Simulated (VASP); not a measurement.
W, 1 atom in the cell. The structure is cubic, space group Im-3m (No. 229). The conventional cell has a = 3.165 Å, b = 3.165 Å, c = 3.165 Å, α = 90.00°, β = 90.00°, γ = 90.00°. Within 3.6 Å of W (site symmetry m-3m) lie 14 W at 2.74 to 3.16 Å. 

* Program: VASP 6.6.1
* Task: relaxation of cell and atoms
* Functional: PBEsol
* Potentials or basis: VASP PAW PBE potentials, release 64 (W_sv)
* Cutoff: 500 eV
* k mesh: 15 × 15 × 15
* Occupations: fermi-dirac, width 0.15 eV
* Spin: no spin polarisation
* Dipole correction: no
* Further INCAR settings: ALGO = Normal; EDIFF = 1e-07; IBRION = 2; EDIFFG = -0.005; NSW = 80; ISIF = 3

Potentials or basis: VASP PAW PBE potentials, release 64 (W_sv).

The run is started by

```bash
$ cat potpaw_PBE.64/W_sv/POTCAR > POTCAR
$ mpirun -np 1 vasp_std > vasp.out
```

Hardware: 1 thread of Intel(R) Xeon(R) Platinum 8488C (Sapphire Rapids), on a shared host.

**Question.** How long does it take, and how much memory?

**Answer.** Wall time 19 s on 1 thread of Intel(R) Xeon(R) Platinum 8488C (Sapphire Rapids), with other jobs on the host, peak memory 0.14 GiB. Counts: scf iterations 26, k points 120, ion steps 3.
